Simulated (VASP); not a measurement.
Input of a VASP 6.6.1 run:

The input INCAR:

```
SYSTEM = Cl
ALGO = Normal
EDIFF = 1E-7
ENCUT = 520
GGA = PE
ISIF = 2
ISMEAR = -1
LASPH = .TRUE.
LCHARG = .FALSE.
LREAL = .FALSE.
LWAVE = .FALSE.
NBANDS = 10
NELM = 60
PREC = Accurate
SIGMA = 0.02
```

The input KPOINTS:

```
k-points
0
G
  10 10 10
  0 0 0
```

File POSCAR:

```
Cl
1.0
    1.7618314708      1.7618314708      1.7618314708
   -1.7618314708      1.7618314708      1.7618314708
   -1.7618314708     -1.7618314708      1.7618314708
Cl
1
Direct
    0.0000000000      0.0000000000      0.0000000000
```

Potentials or basis: VASP PAW PBE potentials, release 64 (Cl).

Launch:

```sh
$ cat potpaw_PBE.64/Cl/POTCAR > POTCAR
$ mpirun -np 1 vasp_std > vasp.out
```

Task: Estimate the pressure.

Result: -0.7 GPa.

Caveat: an odd number of electrons without spin polarisation forces a metal; a magnetic or distorted state may lie lower.
